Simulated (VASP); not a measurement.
# Si (Fd-3m) in VASP: a series of runs

Si is run at these levels: LDA; tasks: electric field gradients.

All numbers are computed with VASP 6.6.1; they aren't measurements. Logs are shortened: lines on timing, memory, paths and dates and some standing lists are left out, and cuts for length are marked.

## (1) The cell of the first run

Symmetry: Fd-3m, No. 227, cubic system. The conventional cell has a = 5.320 Å, b = 5.320 Å, c = 5.320 Å, α = 90.00°, β = 90.00°, γ = 90.00°. Within 3.0 Å of Si (site symmetry -43m) lie 4 Si at 2.30 Å.

## (2) Electric field gradients, LDA (volume scaled by 0.94)

The input, INCAR:

```
PREC = Accurate ; ENCUT = 520
EDIFF = 1E-8 ; ISMEAR = -1
SIGMA = 0.08 ; LREAL = False
LASPH = True ; NELM = 60
ALGO = Normal ; ISIF = 2
LWAVE = False ; LCHARG = False
GGA = CA ; LEFG = True
NBANDS = 11
```

The input, KPOINTS:

```
regular mesh
0
Gamma
  11 11 11
```

The input, POSCAR:

```
Si
1.0
    0.0000000000      2.6600366906      2.6600366906
    2.6600366906      0.0000000000      2.6600366906
    2.6600366906      2.6600366906      0.0000000000
Si
2
Direct
    0.5000000000      0.5000000000      0.5000000000
    0.7500000000      0.7500000000      0.7500000000
```

Potentials or basis: VASP PAW LDA potentials, release 64 (Si).

Started as:

```
cat potpaw_LDA.64/Si/POTCAR > POTCAR
mpirun -np 1 vasp_std > vasp.out
```

OUTCAR:

```text
PREC = Accurate
   ENCUT = 520
   EDIFF = 1E-8
   ISMEAR = -1
   LREAL = False
   LASPH = True
   NELM = 60
   ISIF = 2
   GGA = CA

 ion  position               nearest neighbor table
   1  0.500  0.500  0.500-   2 2.30   2 2.30   2 2.30   2 2.30
   2  0.750  0.750  0.750-   1 2.30   1 2.30   1 2.30   1 2.30

  LATTYP: Found a face centered cubic cell.
 ALAT       =     5.3200733812

  Lattice vectors:

 A1 = (   0.0000000000,   2.6600366906,   2.6600366906)
 A2 = (   2.6600366906,   0.0000000000,   2.6600366906)
 A3 = (   2.6600366906,   2.6600366906,   0.0000000000)

Analysis of symmetry for initial positions (statically):
=====================================================================
 Subroutine PRICEL returns:
 Original cell was already a primitive cell.

 Routine SETGRP: Setting up the symmetry group for a
 face centered cubic supercell.

 Subroutine GETGRP returns: Found 48 space group operations
 (whereof 24 operations were pure point group operations)
 out of a pool of 48 trial point group operations.

The static configuration has the point symmetry T_d .
 The point group associated with its full space group is O_h .

Analysis of symmetry for dynamics (positions and initial velocities):
=====================================================================
 Subroutine PRICEL returns:
 Original cell was already a primitive cell.

 Routine SETGRP: Setting up the symmetry group for a
 face centered cubic supercell.

 Subroutine GETGRP returns: Found 48 space group operations
 (whereof 24 operations were pure point group operations)
 out of a pool of 48 trial point group operations.

The dynamic configuration has the point symmetry T_d .
 The point group associated with its full space group is O_h .

 Subroutine INISYM returns: Found 48 space group operations
 (whereof 24 operations are pure point group operations),
 and found     1 'primitive' translations

----------------------------------------------------------------------------------------

                                     Primitive cell

  volume of cell :      37.6437

  direct lattice vectors                    reciprocal lattice vectors
     0.000000000  2.660036691  2.660036691    -0.187967332  0.187967332  0.187967332
     2.660036691  0.000000000  2.660036691     0.187967332 -0.187967332  0.187967332
     2.660036691  2.660036691  0.000000000     0.187967332  0.187967332 -0.187967332

  length of vectors
     3.761859964  3.761859964  3.761859964     0.325568969  0.325568969  0.325568969

  position of ions in fractional coordinates (direct lattice)
     0.500000000  0.500000000  0.500000000
     0.750000000  0.750000000  0.750000000

  ion indices of the primitive-cell ions
   primitive index   ion index
                 1           1
                 2           2

----------------------------------------------------------------------------------------

 KPOINTS: regular mesh

Automatic generation of k-mesh.
 Grid dimensions read from file:
 generate k-points for:   11   11   11

 Generating k-lattice:

  Cartesian coordinates                     Fractional coordinates (reciprocal lattice)
    -0.017087939  0.017087939  0.017087939     0.090909091  0.000000000  0.000000000
     0.017087939 -0.017087939  0.017087939     0.000000000  0.090909091  0.000000000
     0.017087939  0.017087939 -0.017087939     0.000000000  0.000000000  0.090909091

  Length of vectors
     0.029597179  0.029597179  0.029597179

  Shift w.r.t. Gamma in fractional coordinates (k-lattice)
     0.000000000  0.000000000  0.000000000

 Subroutine IBZKPT returns following result:
 ===========================================

 Found     56 irreducible k-points:

 Following reciprocal coordinates:
            Coordinates               Weight
  0.000000  0.000000  0.000000      1.000000
  0.090909  0.000000  0.000000      8.000000
  0.181818  0.000000  0.000000      8.000000
  0.272727  0.000000  0.000000      8.000000
  0.363636  0.000000  0.000000      8.000000
  0.454545  0.000000  0.000000      8.000000
[... 16 lines left out ...]
 -0.272727  0.181818  0.000000     24.000000
 -0.181818  0.181818  0.000000     12.000000
 [... further k-points ...]
   k-points           NKPTS =     56   k-points in BZ     NKDIM =     56   number of bands    NBANDS=     11
   number of dos      NEDOS =    301   number of ions     NIONS =      2
   total plane-waves  NPLWV =  21952
   dimension x,y,z NGX =    28 NGY =   28 NGZ =   28
   dimension x,y,z NGXF=    56 NGYF=   56 NGZF=   56
   ions per type =               2
   NGX,Y,Z   is equivalent  to a cutoff of  12.37, 12.37, 12.37 a.u.
   NGXF,Y,Z  is equivalent  to a cutoff of  24.75, 24.75, 24.75 a.u.
 SYSTEM =  unknown system
   PREC   = accura    normal or accurate (medium, high low for compatibility)
   ISTART =      0    job   : 0-new  1-cont  2-samecut
   ICHARG =      2    charge: 1-file 2-atom 10-const
   ISPIN  =      1    spin polarized calculation?
   LNONCOLLINEAR =      F non collinear calculations
   LSORBIT =      F    spin-orbit coupling
   LASPH  =      T    aspherical Exc in radial PAW
   ENCUT  =  520.0 eV  38.22 Ry    6.18 a.u.   6.99  6.99  6.99*2*pi/ulx,y,z
   NELM   =     60;   NELMIN=  2; NELMDL= -5     # of ELM steps
   EDIFF  = 0.1E-07   stopping-criterion for ELM
   LREAL  =      F    real-space projection
   EDIFFG = 0.1E-06   stopping-criterion for IOM
   NSW    =      0    number of steps for IOM
   IBRION =     -1    ionic relax: 0-MD 1-quasi-New 2-CG
   NFREE  =      0    steps in history (QN), initial steepest desc. (CG)
   ISIF   =      2    stress and relaxation
   ISYM   =      2    0-nonsym 1-usesym 2-fastsym
   POTIM  = 0.5000    time-step for ionic-motion
   TEBEG  =    0.0;   TEEND  =   0.0 temperature during run
   PSTRESS=    0.0 pullay stress
   NELECT =       8.0000    total number of electrons
   NUPDOWN=      -1.0000    fix difference up-down
   EMIN   =  10.00;   EMAX   =-10.00  energy-range for DOS
   EFERMI =   0.00;   METHOD = LEGACY
   ISMEAR =    -1;   SIGMA  =   0.08  broadening in eV -4-tet -1-fermi 0-gaus
   EFERMI_NEDOS =   21; number of points for ismear=-14 and -15
   IALGO  =     38    algorithm
   IMIX   =      4    mixing-type and parameters
     AMIX     =   0.40;   BMIX     =  1.00
     AMIX_MAG =   1.60;   BMIX_MAG =  1.00
  volume/ion in A,a.u.               =      18.82       127.02
  Fermi-wavevector in a.u.,A,eV,Ry     =   0.976953  1.846174 12.985918  0.954438
  Thomas-Fermi vector in A             =   2.107613
   LORBIT       =      0    0 simple, 1 ext, 2 COOP (PROOUT), +10 PAW based schemes
   GGA     = CA    functional components
   LHFCALC =     F    Hartree Fock is set to
   AEXX    =    0.0000 exact exchange contribution
   IVDW    =     0    specifies the selected vdW correction
   LEPSILON=     F    determine dielectric tensor
   LRPA    =     F    only Hartree local field effects (RPA)
 non-spin polarized calculation
  energy-cutoff  :      520.00
  volume of cell :       37.64
 maximum number of plane-waves:      1028
   NGX = 13   NGY = 13   NGZ = 13

 number of electron       8.0000000 magnetization

 Free energy of the ion-electron system (eV)
  ---------------------------------------------------
  ext. energy  EPLUGINS =         0.00000000
  ---------------------------------------------------
  free energy    TOTEN  =       -11.89316423 eV

  energy without entropy =      -11.89232658  energy(sigma->0) =      -11.89274541

 E-fermi :   6.5855     XC(G=0):  -9.8399

 val. band max:        6.4167299277   @ k =   0.0000   0.0000   0.0000
 cond. band min:       6.7916784414   @ k =   0.4545   0.4545   0.0000
 fundamental gap:      0.3749485137
 Fermi energy:         6.5855007208

 k-point     1 :       0.0000    0.0000    0.0000
  band No.  band energies     occupation
      1      -5.9729      2.00000
      2       6.4167      1.78367
      3       6.4167      1.78367
      4       6.4167      1.78367
      5       8.9656      0.00000
      6       8.9656      0.00000
      7       8.9656      0.00000
      8      10.3473      0.00000
      9      14.1747      0.00000
     10      14.1747      0.00000
     11      14.3633      0.00000
[... 309 lines left out ...]
 k-point    24 :      -0.1818    0.1818    0.0000
  band No.  band energies     occupation
      1      -4.7858      2.00000
      2       2.2690      2.00000
      3       3.5358      2.00000
      4       5.7049      1.99997
      5       9.4899      0.00000
      6      10.1962      0.00000
      7      10.5017      0.00000
      8      12.2397      0.00000
      9      12.4145      0.00000
     10      16.8034      0.00000
     11      17.2297      0.00000

 [... further k-points ...]
[... 5 lines left out ...]
  --------------------------------------------------------------------------------------
  -------------------------------------------------------------------------------------
  Total        1.1580240      1.1580240      1.1580240      0.0000000      0.0000000     -0.0000000
  in kB       49.2873271     49.2873271     49.2873271      0.0000000      0.0000000     -0.0000000
  external PRESSURE =      49.2873271 kB  Pullay stress =       0.0000000 kB

 VOLUME and BASIS-vectors are now :
 -----------------------------------------------------------------------------
  energy-cutoff  :      520.00
  volume of cell :       37.64
      direct lattice vectors                 reciprocal lattice vectors
     0.000000000  2.660036691  2.660036691    -0.187967332  0.187967332  0.187967332
     2.660036691  0.000000000  2.660036691     0.187967332 -0.187967332  0.187967332
     2.660036691  2.660036691  0.000000000     0.187967332  0.187967332 -0.187967332

 POSITION                                       TOTAL-FORCE (eV/Angst)
 -----------------------------------------------------------------------------------
      2.66004      2.66004      2.66004         0.000000     -0.000000      0.000000
      3.99006      3.99006      3.99006        -0.000000      0.000000     -0.000000
 -----------------------------------------------------------------------------------
    total drift:                                0.000000      0.000000     -0.000000

  FREE ENERGIE OF THE ION-ELECTRON SYSTEM (eV)
  ---------------------------------------------------
  free  energy   TOTEN  =       -11.8931642284 eV

  energy  without entropy=      -11.8923265820  energy(sigma->0) =      -11.89274541

 Electric field gradients (V/A^2)
---------------------------------------------------------------------
 ion       V_xx      V_yy      V_zz      V_xy      V_xz      V_yz
---------------------------------------------------------------------
   1      -0.000     0.000     0.000    -0.000    -0.000    -0.000
   2      -0.000    -0.000     0.000    -0.000    -0.000    -0.000
---------------------------------------------------------------------

 Electric field gradients after diagonalization (V/A^2)
 (convention: |V_zz| > |V_xx| > |V_yy|)
----------------------------------------------------------------------
 ion       V_xx      V_yy      V_zz     asymmetry (V_yy - V_xx)/ V_zz
----------------------------------------------------------------------
   1       0.000     0.000    -0.000       0.000
   2       0.000     0.000    -0.000       0.000
----------------------------------------------------------------------

           NMR quadrupolar parameters

 Cq : quadrupolar parameter    Cq=e*Q*V_zz/h
 eta: asymmetry parameters     (V_yy - V_xx)/ V_zz
 Q  : nuclear electric quadrupole moment in mb (millibarn)
----------------------------------------------------------------------
 ion       Cq(MHz)       eta       Q (mb)
----------------------------------------------------------------------
   1      -0.000       0.000       1.000
   2      -0.000       0.000       1.000
----------------------------------------------------------------------
```

Wall time 10 s (1 thread of Intel Xeon 6975P-C, shared host); peak memory 0.14 GiB.

What came out:

| Item | Value |
| --- | --- |
| Free energy | -11.8932 eV |
| Pressure | 4.9 GPa |
| Band gap on the k mesh | 0.38 eV, indirect (least direct gap 2.55 eV) |

Levels at points of the mesh, in eV from the valence-band top:
| k point | band 2 | band 3 | band 4 | band 5 | band 6 | band 7 |
| --- | --- | --- | --- | --- | --- | --- |
| (0.00, 0.00, 0.00) | 0.00 | 0.00 | 0.00 | 2.55 | 2.55 | 2.55 |

Caveat: without QUAD_EFG the Cq values of the log hold for a quadrupole moment of 1 mb, not for the nuclei. A k mesh can miss the band edges.

## (3) Electric field gradients, LDA (volume scaled by 0.94)

The input, INCAR:

```
SYSTEM = Si
ALGO = Normal
EDIFF = 1E-8
ENCUT = 520
ISIF = 2
ISMEAR = -1
LASPH = .True.
LCHARG = .False.
LEFG = .True.
LREAL = .False.
LWAVE = .False.
NBANDS = 11
NELM = 60
PREC = Accurate
SIGMA = 0.08
```

The input, KPOINTS:

```
k-points
0
Gamma
  11 11 11
  0 0 0
```

POSCAR is that of step 2.

Potentials or basis: VASP PAW LDA potentials, release 64 (Si).

Started as:

```
cat potpaw_LDA.64/Si/POTCAR > POTCAR
mpirun -np 1 vasp_std > vasp.out
```

OUTCAR:

```text
SYSTEM = Si
   EDIFF = 1E-8
   ENCUT = 520
   ISIF = 2
   ISMEAR = -1
   LASPH = .True.
   LREAL = .False.
   NELM = 60
   PREC = Accurate

 ion  position               nearest neighbor table
   1  0.500  0.500  0.500-   2 2.30   2 2.30   2 2.30   2 2.30
   2  0.750  0.750  0.750-   1 2.30   1 2.30   1 2.30   1 2.30

  LATTYP: Found a face centered cubic cell.
 ALAT       =     5.3200733812

  Lattice vectors:

 A1 = (   0.0000000000,   2.6600366906,   2.6600366906)
 A2 = (   2.6600366906,   0.0000000000,   2.6600366906)
 A3 = (   2.6600366906,   2.6600366906,   0.0000000000)

Analysis of symmetry for initial positions (statically):
=====================================================================
 Subroutine PRICEL returns:
 Original cell was already a primitive cell.

 Routine SETGRP: Setting up the symmetry group for a
 face centered cubic supercell.

 Subroutine GETGRP returns: Found 48 space group operations
 (whereof 24 operations were pure point group operations)
 out of a pool of 48 trial point group operations.

The static configuration has the point symmetry T_d .
 The point group associated with its full space group is O_h .

Analysis of symmetry for dynamics (positions and initial velocities):
=====================================================================
 Subroutine PRICEL returns:
 Original cell was already a primitive cell.

 Routine SETGRP: Setting up the symmetry group for a
 face centered cubic supercell.

 Subroutine GETGRP returns: Found 48 space group operations
 (whereof 24 operations were pure point group operations)
[... 482 lines left out ...]
      2       2.2690      2.00000
      3       3.5358      2.00000
      4       5.7049      1.99997
      5       9.4899      0.00000
      6      10.1962      0.00000
      7      10.5017      0.00000
      8      12.2397      0.00000
      9      12.4145      0.00000
     10      16.8034      0.00000
     11      17.2297      0.00000

 [... further k-points ...]

------------------------ aborting loop because EDIFF is reached ----------------------------------------

  FORCE on cell =-STRESS in cart. coord.  units (eV):
  Direction    XX          YY          ZZ          XY          YZ          ZX
  --------------------------------------------------------------------------------------
  -------------------------------------------------------------------------------------
  Total        1.1580240      1.1580240      1.1580240      0.0000000      0.0000000     -0.0000000
  in kB       49.2873271     49.2873271     49.2873271      0.0000000      0.0000000     -0.0000000
  external PRESSURE =      49.2873271 kB  Pullay stress =       0.0000000 kB

 VOLUME and BASIS-vectors are now :
 -----------------------------------------------------------------------------
  energy-cutoff  :      520.00
  volume of cell :       37.64
      direct lattice vectors                 reciprocal lattice vectors
     0.000000000  2.660036691  2.660036691    -0.187967332  0.187967332  0.187967332
     2.660036691  0.000000000  2.660036691     0.187967332 -0.187967332  0.187967332
     2.660036691  2.660036691  0.000000000     0.187967332  0.187967332 -0.187967332

 POSITION                                       TOTAL-FORCE (eV/Angst)
 -----------------------------------------------------------------------------------
      2.66004      2.66004      2.66004         0.000000     -0.000000      0.000000
      3.99006      3.99006      3.99006        -0.000000      0.000000     -0.000000
 -----------------------------------------------------------------------------------
    total drift:                                0.000000      0.000000     -0.000000

  FREE ENERGIE OF THE ION-ELECTRON SYSTEM (eV)
  ---------------------------------------------------
  free  energy   TOTEN  =       -11.8931642284 eV

  energy  without entropy=      -11.8923265820  energy(sigma->0) =      -11.89274541

 Electric field gradients (V/A^2)
---------------------------------------------------------------------
 ion       V_xx      V_yy      V_zz      V_xy      V_xz      V_yz
---------------------------------------------------------------------
   1      -0.000     0.000     0.000    -0.000    -0.000    -0.000
   2      -0.000    -0.000     0.000    -0.000    -0.000    -0.000
---------------------------------------------------------------------

 Electric field gradients after diagonalization (V/A^2)
 (convention: |V_zz| > |V_xx| > |V_yy|)
----------------------------------------------------------------------
 ion       V_xx      V_yy      V_zz     asymmetry (V_yy - V_xx)/ V_zz
----------------------------------------------------------------------
   1       0.000     0.000    -0.000       0.000
   2       0.000     0.000    -0.000       0.000
----------------------------------------------------------------------

           NMR quadrupolar parameters

 Cq : quadrupolar parameter    Cq=e*Q*V_zz/h
 eta: asymmetry parameters     (V_yy - V_xx)/ V_zz
 Q  : nuclear electric quadrupole moment in mb (millibarn)
----------------------------------------------------------------------
 ion       Cq(MHz)       eta       Q (mb)
----------------------------------------------------------------------
   1      -0.000       0.000       1.000
   2      -0.000       0.000       1.000
----------------------------------------------------------------------
```

OSZICAR:

```text
N       E                     dE             d eps       ncg     rms          rms(c)
DAV:   1     0.743393002461E+01    0.74339E+01   -0.34251E+03  1232   0.600E+02
DAV:   2    -0.116166889884E+02   -0.19051E+02   -0.18378E+02  1597   0.878E+01
DAV:   3    -0.121927522608E+02   -0.57606E+00   -0.57469E+00  1560   0.137E+01
DAV:   4    -0.121974611220E+02   -0.47089E-02   -0.47084E-02  1440   0.159E+00
DAV:   5    -0.121975122033E+02   -0.51081E-04   -0.51080E-04  1544   0.156E-01    0.543E+00
DAV:   6    -0.119854523217E+02    0.21206E+00   -0.13011E-01  1376   0.143E+00    0.326E+00
DAV:   7    -0.118930761358E+02    0.92376E-01   -0.22126E-01  1412   0.193E+00    0.303E-01
DAV:   8    -0.118932009455E+02   -0.12481E-03   -0.92875E-03  1394   0.528E-01    0.900E-02
DAV:   9    -0.118931597009E+02    0.41245E-04   -0.27533E-04  1509   0.863E-02    0.667E-02
DAV:  10    -0.118931643419E+02   -0.46410E-05   -0.19444E-05  1426   0.259E-02    0.344E-02
DAV:  11    -0.118931642246E+02    0.11728E-06   -0.11306E-06  1442   0.568E-03    0.219E-03
DAV:  12    -0.118931642284E+02   -0.37493E-08   -0.25918E-08  1496   0.968E-04
   1 F= -.11893164E+02 E0= -.11892745E+02  d E =-.837646E-03
```

stdout:

```text
POSCAR found type information on POSCAR Si
 POSCAR found :  1 types and       2 ions
 scaLAPACK will be used
 LDA part: xc-table for (Slater(with rela. corr.)+CA(PZ))
 , standard interpolation
 POSCAR, INCAR and KPOINTS ok, starting setup
 FFT: planning ... GRIDC
 FFT: planning ... GRID_SOFT
 FFT: planning ... GRID
 WAVECAR not read
 entering main loop
ion   1

ion   2
```

Wall time 11 s (1 thread of Intel Xeon 6975P-C, shared host); peak memory 0.14 GiB.

Results:

```
Free energy            : -11.8932 eV
Pressure               : 4.9 GPa
Band gap on the k mesh : 0.38 eV, indirect (least direct gap 2.55 eV)
```

Caveat: without QUAD_EFG the Cq values of the log hold for a quadrupole moment of 1 mb, not for the nuclei. A k mesh can miss the band edges.

[end of part 1 of 2]
